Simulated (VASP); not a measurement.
A run of VASP 6.6.1:

File INCAR:

```
PREC     = Accurate       # precision mode
ENCUT    = 500            # plane-wave cutoff, eV
EDIFF    = 1E-7           # SCF threshold, eV
ISMEAR   = -1             # smearing method
SIGMA    = 0.1            # smearing width, eV
LREAL    = False          # projectors in reciprocal space
LASPH    = True           # aspherical terms in the spheres
NELM     = 120            # most SCF steps
ALGO     = Normal         # electronic algorithm
ISIF     = 3              # what is computed and relaxed
LWAVE    = False          # write WAVECAR
LCHARG   = False          # write CHGCAR
GGA      = PS             # functional
IBRION   = 2              # ionic algorithm
NSW      = 32             # ionic steps
EDIFFG   = -0.005         # ionic threshold
PSTRESS  = 880.0        
GGA_COMPAT= False        
NELMIN   = 4
```

KPOINTS

```
Automatic mesh
0
Gamma
  18 18 18
```

The input POSCAR:

```
W
1.0
   -1.4818910456      1.4818910456      1.4818910456
    1.4818910456     -1.4818910456      1.4818910456
    1.4818910456      1.4818910456     -1.4818910456
W
1
Direct
    0.0000000000      0.0000000000      0.0000000000
```

Potentials or basis: VASP PAW PBE potentials, release 64 (W_sv).

Run with:

```sh
$ cat potpaw_PBE.64/W_sv/POTCAR > POTCAR
$ mpirun -np 1 vasp_std > vasp.out
```

Hardware: 1 thread of Intel(R) Xeon(R) Platinum 8488C (Sapphire Rapids) (shared host).

Task: How long does it take, and how much memory?

Result: Wall time 40 s on 1 thread of Intel(R) Xeon(R) Platinum 8488C (Sapphire Rapids) (shared host), peak memory 0.15 GiB. Counts: scf iterations 24, k points 195, ion steps 3.
